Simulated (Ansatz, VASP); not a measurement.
# Two plane-wave programs on AlRu

```
CELL_PARAMETERS angstrom
2.95902 0.00000 0.00000
0.00000 2.95902 0.00000
0.00000 0.00000 3.09421
ATOMIC_POSITIONS crystal
Al 0.00000 0.00000 0.00000
Ru 0.50000 0.50000 0.50000
```

Change from the starting cell: strain -0.015 along x and y, +0.030 along z, atoms carried along.

Alike in both runs: task single point; functional PBE; k mesh 20 × 20 × 20; occupations gaussian, width 0.15 eV; no spin polarisation.

|  | VASP | Ansatz |
| --- | --- | --- |
| version | VASP 6.6.1 | Ansatz 0.2.0 |
| potentials or method | VASP PAW PBE potentials, release 64 (Al, Ru_pv), cutoff 520 eV | scalar-relativistic, plane waves, PAW |
| valence electrons in the cell | 17 | 19 |

```tsv
	VASP	Ansatz	Ansatz less VASP
gap on the k mesh at the Fermi level (eV)	none	none	-
pressure (GPa)	0.3	0.3	+0.07
traceless stress, the component that is largest in VASP (GPa)	-4.85	-4.84	+0.015
```

A gap of «none» marks a metal or a gap that the smearing closes. VASP's potentials hold 17 valence electrons a cell and Ansatz's 19, so a difference there can come from the potentials and not from the codes.
